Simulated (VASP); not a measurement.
The system is CaB15N16 (a cell with a defect).

```
B Ca N
1.0
    -3.62411    3.62411   -3.62411
     3.62411    3.62411    3.62411
     3.62411   -3.62411   -3.62411
B Ca N
15 1 16
Direct
  0.99067 0.98793 0.99368
  0.99774 0.24552 0.76062
  0.99770 0.51093 0.49523
  0.99066 0.74399 0.23763
  0.25056 0.99586 0.76124
  0.25057 0.51156 0.24551
  0.25057 0.74694 0.99662
  0.51048 0.00389 0.49752
  0.51047 0.24782 0.25357
  0.50339 0.49835 0.01346
  0.50343 0.76383 0.74810
  0.74293 0.98743 0.23713
  0.75058 0.25065 0.00034
  0.75823 0.49506 0.74477
  0.75056 0.75064 0.50034
  0.25065 0.27776 0.52731
  0.95160 0.95006 0.19977
  0.99591 0.24997 0.00655
  0.01136 0.50119 0.75088
  0.99590 0.75685 0.49965
  0.25057 0.99275 0.00687
  0.25056 0.24276 0.82206
  0.25056 0.57254 0.49246
  0.25056 0.75720 0.24245
  0.50524 0.01154 0.75432
  0.54959 0.24902 0.49872
  0.50523 0.50462 0.26122
  0.48977 0.74040 0.99009
  0.75559 0.99502 0.49899
  0.75561 0.24930 0.24472
  0.74554 0.49000 0.99396
  0.74553 0.74427 0.73970
```

Base run:

```yaml
Program: VASP 6.6.1
Functional: HSE06
Potentials_or_basis: VASP PAW PBE potentials, release 64 (B, Ca_sv, N)
Cutoff: 520 eV
k_mesh: 1 × 1 × 1, shifted
Occupations: fermi-dirac, width 0.01 eV
Spin: collinear spin
Fixed_moment: 1 μB
```

Its results: pressure 22.2 GPa; site moments B -0.00, -0.01, +0.01 (each value once); Ca +0.09; N +0.00, +0.03, +0.01, +0.04, +0.27, +0.28, +0.05 (each value once) μB; largest force 0.138 eV/Å.

The run is repeated on the same cell with these changes: further incar settings from LREAL = Auto; ALGO = Normal; EDIFF = 1e-08; NBANDS = 94; ISYM = -1 to LREAL = Auto; ALGO = Normal; EDIFF = 1e-08; NBANDS = 94. What comes out?

Pressure 23.0 GPa; site moments B -0.00, -0.01, +0.01 (each value once); Ca +0.09; N +0.00, +0.03, +0.01, +0.04, +0.27, +0.28, +0.05 (each value once) μB; largest force 0.172 eV/Å.

Caveats: some runs use coarse meshes; the PAW data sets were made with another functional, which shifts forces and pressure a little; the total moment is fixed, so each spin has its own Fermi level and the state may be an excited one.
